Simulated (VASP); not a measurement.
A run of VASP 6.6.1:

Contents of INCAR:

```
ALGO = Normal
EDIFF = 1E-7
ENCUT = 520
ISIF = 2
ISMEAR = 0
LASPH = True
LCHARG = False
LREAL = False
LWAVE = False
NBANDS = 35
NELM = 100
PREC = Accurate
SIGMA = 0.05
```

KPOINTS

```
k-points
0
Gamma
  12 12 2
```

Contents of POSCAR:

```
WS2
1.0
    3.2827376207     -0.0859764615     -0.0859764615
   -1.7158266101      2.8859224042     -0.0314695690
   -0.6419207899     -0.6419207899     24.5097028875
W S
2 4
Direct
    0.3333333333      0.6666666667      0.6302757360
    0.6666666667      0.3333333333      0.3697242640
    0.3333333333      0.6666666667      0.3028928957
    0.6666666667      0.3333333333      0.5633280735
    0.3333333333      0.6666666667      0.4366719265
    0.6666666667      0.3333333333      0.6971071043
```

Potentials or basis: VASP PAW LDA potentials, release 64 (W_sv, S).

Launch:

```bash
$ cat potpaw_LDA.64/W_sv/POTCAR potpaw_LDA.64/S/POTCAR > POTCAR
$ mpirun -np 1 vasp_std > vasp.out
```

Hardware: 1 thread of Oxide Virtual Turin-like Processor, on a shared host.

Task: How long does it take, and how much memory?

Result: Wall time 49 min on 1 thread of Oxide Virtual Turin-like Processor, with other jobs on the host, peak memory 0.91 GiB. Counts: scf iterations 26, k points 148.
